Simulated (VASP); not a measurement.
# MoS2 (R-3m) in VASP: single point with PBE

Aim: the single point of MoS2 with PBE.

Program: VASP 6.6.1. These are calculated values, not measurements. Logs are shortened: lines on timing, memory, paths and dates and some standing lists are left out, and cuts for length are marked.

## Step 1: The cell of the first run

The structure is trigonal, space group R-3m (No. 166). The conventional cell has a = 3.171 Å, b = 3.171 Å, c = 18.345 Å, α = 90.00°, β = 90.00°, γ = 120.00°. Within 3.2 Å of Mo (site symmetry -3m) lie 6 S at 2.39 Å and 6 Mo at 3.17 Å. Within 3.2 Å of S (site symmetry 3m) lie 3 Mo at 2.39 Å and 6 S at 3.17 Å.

## Step 2: Single point, PBE

Input file INCAR:

```
SYSTEM = MoS2
PREC = Accurate
ENCUT = 520
EDIFF = 1E-7
ISMEAR = -1
SIGMA = 0.05
LREAL = .FALSE.
LASPH = .TRUE.
NELM = 80
ALGO = Normal
ISIF = 2
LWAVE = .FALSE.
LCHARG = .FALSE.
GGA = PE
NBANDS = 20
```

Input file KPOINTS:

```
Automatic mesh
0
G
  15 15 15
  0 0 0
```

Input file POSCAR:

```
MoS2
1.0
    1.5855007458      0.9153892824      6.1150000000
   -1.5855007458      0.9153892824      6.1150000000
    0.0000000000     -1.8307785648      6.1150000000
Mo S
1 2
Direct
    0.0000000000      0.0000000000      0.0000000000
    0.7500000000      0.7500000000      0.7500000000
    0.2500000000      0.2500000000      0.2500000000
```

Potentials or basis: VASP PAW PBE potentials, release 64 (Mo_sv, S).

On the command line:

```
$ cat potpaw_PBE.64/Mo_sv/POTCAR potpaw_PBE.64/S/POTCAR > POTCAR
$ mpirun -np 1 vasp_std > vasp.out
```

OUTCAR:

```text
SYSTEM = MoS2
   PREC = Accurate
   ENCUT = 520
   EDIFF = 1E-7
   ISMEAR = -1
   LREAL = .FALSE.
   LASPH = .TRUE.
   NELM = 80
   ISIF = 2
   GGA = PE

 ion  position               nearest neighbor table
   1  0.000  0.000  0.000-   2 2.39   2 2.39   3 2.39   3 2.39   2 2.39   3 2.39
   2  0.750  0.750  0.750-   1 2.39   1 2.39   1 2.39
   3  0.250  0.250  0.250-   1 2.39   1 2.39   1 2.39

  LATTYP: Found a trigonal (rhomboedric) cell.
 ALAT       =     6.3831790789
 COS(alpha) =     0.8766074783

  Lattice vectors:

 A1 = (   1.5855007458,   0.9153892824,   6.1150000000)
 A2 = (  -1.5855007458,   0.9153892824,   6.1150000000)
 A3 = (   0.0000000000,  -1.8307785648,   6.1150000000)

Analysis of symmetry for initial positions (statically):
=====================================================================
 Subroutine PRICEL returns:
 Original cell was already a primitive cell.

 Routine SETGRP: Setting up the symmetry group for a
 trigonal (rhombohedral) supercell.

 Subroutine GETGRP returns: Found 12 space group operations
 (whereof 12 operations were pure point group operations)
 out of a pool of 12 trial point group operations.

The static configuration has the point symmetry D_3d.

Analysis of symmetry for dynamics (positions and initial velocities):
=====================================================================
 Subroutine PRICEL returns:
 Original cell was already a primitive cell.

 Routine SETGRP: Setting up the symmetry group for a
 trigonal (rhombohedral) supercell.

 Subroutine GETGRP returns: Found 12 space group operations
 (whereof 12 operations were pure point group operations)
 out of a pool of 12 trial point group operations.

The dynamic configuration has the point symmetry D_3d.

 Subroutine INISYM returns: Found 12 space group operations
 (whereof 12 operations are pure point group operations),
 and found     1 'primitive' translations

----------------------------------------------------------------------------------------

                                     Primitive cell

  volume of cell :      53.2500

  direct lattice vectors                    reciprocal lattice vectors
     1.585500746  0.915389282  6.115000000     0.315357783  0.182071901  0.054510766
    -1.585500746  0.915389282  6.115000000    -0.315357783  0.182071901  0.054510766
     0.000000000 -1.830778565  6.115000000     0.000000000 -0.364143802  0.054510766

  length of vectors
     6.383179079  6.383179079  6.383179079     0.368201211  0.368201211  0.368201211

  position of ions in fractional coordinates (direct lattice)
     0.000000000  0.000000000  0.000000000
     0.750000000  0.750000000  0.750000000
     0.250000000  0.250000000  0.250000000

  ion indices of the primitive-cell ions
   primitive index   ion index
                 1           1
                 2           2
                 3           3

----------------------------------------------------------------------------------------

 KPOINTS: Automatic mesh

Automatic generation of k-mesh.
 Grid dimensions read from file:
 generate k-points for:   15   15   15

 Generating k-lattice:

  Cartesian coordinates                     Fractional coordinates (reciprocal lattice)
     0.021023852  0.012138127  0.003634051     0.066666667 -0.000000000  0.000000000
    -0.021023852  0.012138127  0.003634051    -0.000000000  0.066666667  0.000000000
     0.000000000 -0.024276253  0.003634051     0.000000000  0.000000000  0.066666667

  Length of vectors
     0.024546747  0.024546747  0.024546747

  Shift w.r.t. Gamma in fractional coordinates (k-lattice)
     0.000000000  0.000000000  0.000000000

 Subroutine IBZKPT returns following result:
 ===========================================

 Found    344 irreducible k-points:

 Following reciprocal coordinates:
            Coordinates               Weight
  0.000000  0.000000  0.000000      1.000000
  0.066667 -0.000000  0.000000      6.000000
  0.133333 -0.000000  0.000000      6.000000
  0.200000 -0.000000 -0.000000      6.000000
  0.266667 -0.000000  0.000000      6.000000
  0.333333 -0.000000  0.000000      6.000000
[... 16 lines left out ...]
  0.133333  0.133333  0.000000      6.000000
  0.200000  0.133333 -0.000000     12.000000
 [... further k-points ...]
   k-points           NKPTS =    344   k-points in BZ     NKDIM =    344   number of bands    NBANDS=     20
   number of dos      NEDOS =    301   number of ions     NIONS =      3
   total plane-waves  NPLWV = 110592
   dimension x,y,z NGX =    48 NGY =   48 NGZ =   48
   dimension x,y,z NGXF=    96 NGYF=   96 NGZF=   96
   ions per type =               1   2
   NGX,Y,Z   is equivalent  to a cutoff of  12.50, 12.50, 12.50 a.u.
   NGXF,Y,Z  is equivalent  to a cutoff of  25.00, 25.00, 25.00 a.u.
 SYSTEM =  MoS2
   PREC   = accura    normal or accurate (medium, high low for compatibility)
   ISTART =      0    job   : 0-new  1-cont  2-samecut
   ICHARG =      2    charge: 1-file 2-atom 10-const
   ISPIN  =      1    spin polarized calculation?
   LNONCOLLINEAR =      F non collinear calculations
   LSORBIT =      F    spin-orbit coupling
   LASPH  =      T    aspherical Exc in radial PAW
   ENCUT  =  520.0 eV  38.22 Ry    6.18 a.u.  11.87 11.87 11.87*2*pi/ulx,y,z
   NELM   =     80;   NELMIN=  2; NELMDL= -5     # of ELM steps
   EDIFF  = 0.1E-06   stopping-criterion for ELM
   LREAL  =      F    real-space projection
   EDIFFG = 0.1E-05   stopping-criterion for IOM
   NSW    =      0    number of steps for IOM
   IBRION =     -1    ionic relax: 0-MD 1-quasi-New 2-CG
   NFREE  =      0    steps in history (QN), initial steepest desc. (CG)
   ISIF   =      2    stress and relaxation
   ISYM   =      2    0-nonsym 1-usesym 2-fastsym
   POTIM  = 0.5000    time-step for ionic-motion
   TEBEG  =    0.0;   TEEND  =   0.0 temperature during run
   PSTRESS=    0.0 pullay stress
   NELECT =      26.0000    total number of electrons
   NUPDOWN=      -1.0000    fix difference up-down
   EMIN   =  10.00;   EMAX   =-10.00  energy-range for DOS
   EFERMI =   0.00;   METHOD = LEGACY
   ISMEAR =    -1;   SIGMA  =   0.05  broadening in eV -4-tet -1-fermi 0-gaus
   EFERMI_NEDOS =   21; number of points for ismear=-14 and -15
   IALGO  =     38    algorithm
   IMIX   =      4    mixing-type and parameters
     AMIX     =   0.40;   BMIX     =  1.00
     AMIX_MAG =   1.60;   BMIX_MAG =  1.00
  volume/ion in A,a.u.               =      17.75       119.78
  Fermi-wavevector in a.u.,A,eV,Ry     =   1.289118  2.436079 22.610499  1.661825
  Thomas-Fermi vector in A             =   2.421030
   LORBIT       =      0    0 simple, 1 ext, 2 COOP (PROOUT), +10 PAW based schemes
   GGA     = PE    functional components
   LHFCALC =     F    Hartree Fock is set to
   AEXX    =    0.0000 exact exchange contribution
   IVDW    =     0    specifies the selected vdW correction
   LEPSILON=     F    determine dielectric tensor
   LRPA    =     F    only Hartree local field effects (RPA)
 non-spin polarized calculation
  energy-cutoff  :      520.00
  volume of cell :       53.25
 maximum number of plane-waves:      1452
   NGX = 23   NGY = 23   NGZ = 23

 number of electron      25.9999998 magnetization

 Free energy of the ion-electron system (eV)
  ---------------------------------------------------
  ext. energy  EPLUGINS =         0.00000000
  ---------------------------------------------------
  free energy    TOTEN  =       -20.94259098 eV

  energy without entropy =      -20.93133471  energy(sigma->0) =      -20.93696284

 E-fermi :   7.7947     XC(G=0): -10.8251

 val. band max:        7.7942390789   @ k =   0.2667   0.2000   0.2000
 cond. band min:       7.7997670469   @ k =  -0.2000   0.3333   0.0667
 fundamental gap:      0.0055279680
 Fermi energy:         7.7946651485

 k-point     1 :       0.0000    0.0000    0.0000
  band No.  band energies     occupation
      1     -54.0032      2.00000
      2     -28.0803      2.00000
      3     -27.9971      2.00000
      4     -27.9971      2.00000
      5      -7.4033      2.00000
      6      -5.7700      2.00000
[... 12 lines left out ...]
     19      14.5507      0.00000
     20      17.3534      0.00000

 k-point     2 :       0.0667   -0.0000    0.0000
  band No.  band energies     occupation
      1     -54.0014      2.00000
      2     -28.0768      2.00000
      3     -28.0147      2.00000
      4     -28.0011      2.00000
      5      -7.3296      2.00000
      6      -5.7582      2.00000
[... 12 lines left out ...]
     19      14.8131      0.00000
     20      17.0586      0.00000

 k-point     3 :       0.1333   -0.0000    0.0000
  band No.  band energies     occupation
      1     -53.9965      2.00000
      2     -28.0676      2.00000
      3     -28.0634      2.00000
      4     -28.0123      2.00000
      5      -7.1156      2.00000
      6      -5.7229      2.00000
[... 12 lines left out ...]
     19      15.3768      0.00000
     20      16.7776      0.00000

 k-point     4 :       0.2000   -0.0000   -0.0000
  band No.  band energies     occupation
      1     -53.9893      2.00000
      2     -28.1362      2.00000
      3     -28.0522      2.00000
      4     -28.0288      2.00000
      5      -6.7851      2.00000
      6      -5.6623      2.00000
[... 12 lines left out ...]
     19      15.8069      0.00000
     20      16.9668      0.00000

 k-point     5 :       0.2667   -0.0000    0.0000
  band No.  band energies     occupation
      1     -53.9809      2.00000
      2     -28.2179      2.00000
      3     -28.0477      2.00000
      4     -28.0353      2.00000
      5      -6.3886      2.00000
      6      -5.5644      2.00000
[... 12 lines left out ...]
     19      15.6684      0.00000
     20      16.9983      0.00000
[... 353 lines left out ...]
      6      -5.6821      2.00000
[... 12 lines left out ...]
     19      15.6628      0.00000
     20      16.8172      0.00000

 k-point    22 :      -0.0667    0.0667    0.0000
  band No.  band energies     occupation
      1     -53.9981      2.00000
      2     -28.0701      2.00000
      3     -28.0476      2.00000
      4     -28.0093      2.00000
      5      -7.1881      2.00000
      6      -5.7306      2.00000
[... 12 lines left out ...]
     19      15.1958      0.00000
     20      16.7957      0.00000

 k-point    23 :       0.1333    0.1333    0.0000
  band No.  band energies     occupation
      1     -53.9965      2.00000
      2     -28.0676      2.00000
      3     -28.0634      2.00000
      4     -28.0123      2.00000
      5      -7.1027      2.00000
      6      -5.7447      2.00000
[... 12 lines left out ...]
     19      15.4710      0.00000
     20      16.8287      0.00000

 k-point    24 :       0.2000    0.1333   -0.0000
  band No.  band energies     occupation
      1     -53.9920      2.00000
      2     -28.1067      2.00000
      3     -28.0579      2.00000
      4     -28.0246      2.00000
      5      -6.8921      2.00000
      6      -5.7191      2.00000
[... 12 lines left out ...]
     19      15.8743      0.00000
     20      16.8622      0.00000

 [... further k-points ...]

------------------------ aborting loop because EDIFF is reached ----------------------------------------

  FORCE on cell =-STRESS in cart. coord.  units (eV):
  Direction    XX          YY          ZZ          XY          YZ          ZX
  --------------------------------------------------------------------------------------
  -------------------------------------------------------------------------------------
  Total        2.1741820      2.1741820      3.4890854      0.0000000      0.0000000     -0.0000000
  in kB       65.4163765     65.4163765    104.9789421      0.0000000      0.0000000     -0.0000000
  external PRESSURE =      78.6038984 kB  Pullay stress =       0.0000000 kB

 VOLUME and BASIS-vectors are now :
 -----------------------------------------------------------------------------
  energy-cutoff  :      520.00
  volume of cell :       53.25
      direct lattice vectors                 reciprocal lattice vectors
     1.585500746  0.915389282  6.115000000     0.315357783  0.182071901  0.054510766
    -1.585500746  0.915389282  6.115000000    -0.315357783  0.182071901  0.054510766
     0.000000000 -1.830778565  6.115000000     0.000000000 -0.364143802  0.054510766

 POSITION                                       TOTAL-FORCE (eV/Angst)
 -----------------------------------------------------------------------------------
      0.00000      0.00000      0.00000         0.000000     -0.000000      0.000000
      0.00000      0.00000     13.75875         0.000000      0.000000      0.982747
      0.00000      0.00000      4.58625         0.000000     -0.000000     -0.982747
 -----------------------------------------------------------------------------------
    total drift:                               -0.000000     -0.000000      0.000000

  FREE ENERGIE OF THE ION-ELECTRON SYSTEM (eV)
  ---------------------------------------------------
  free  energy   TOTEN  =       -20.9425909807 eV

  energy  without entropy=      -20.9313347067  energy(sigma->0) =      -20.93696284
```

It took 28 min on 1 thread of Oxide Virtual Turin-like, shared host; peak memory 0.52 GiB.

What came out:

| Quantity | Value |
| --- | --- |
| Free energy | -20.9426 eV |
| Pressure | 7.9 GPa |
| Largest force | 0.983 eV/Å |
| Band gap on the k mesh | zero (band 13 reaches 8.21 eV, above the bottom of band 14 at 7.42 eV) |

Forces on the atoms (eV/Å):
```
Mo   0.000  0.000  0.000
S    0.000  0.000  0.983
S    0.000  0.000 -0.983
```

Levels at points of the mesh, in eV from the Fermi level:
```tsv
k point	band 9	band 10	band 11	band 12	band 13	band 14	band 15	band 16	band 17	band 18
(0.00, 0.00, 0.00)	-4.22	-1.80	-1.24	-1.05	-1.05	-0.27	-0.27	3.37	3.37	6.10
```
